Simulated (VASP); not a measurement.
Crystal: GaAs.

```xyz
2
Lattice="0.0000 2.7198 2.7198 2.7198 0.0000 2.7198 2.7198 2.7198 0.0000" Properties=species:S:1:pos:R:3 pbc="T T T"
Ga    0.0000    0.0000    0.0000
As    1.3599    1.3599    1.3599
```

This cell differs from its parent crystal: strain -4.0%.

Base run:

- Program: VASP 6.6.1
- Functional: PBE
- Potentials or basis: VASP PAW PBE potentials, release 64 (Ga_d, As)
- Cutoff: 520 eV
- k mesh: 8 × 8 × 8
- Occupations: fermi-dirac, width 0.02 eV
- Spin: no spin polarisation

Its results: band gap on the k mesh 1.22 eV (least direct gap 1.43 eV); pressure 14.9 GPa.

The run is repeated on the same cell with these changes: functional from PBE to r2SCAN; occupations from fermi-dirac, width 0.02 eV to gaussian, width 0.01 eV. What comes out?

Band gap on the k mesh 1.52 eV (least direct gap 1.96 eV); pressure 11.9 GPa.

Caveats: the cell stands under pressure; the PAW data sets were made with another functional, which shifts forces and pressure a little (at least some runs).

A k mesh can miss the band edges.
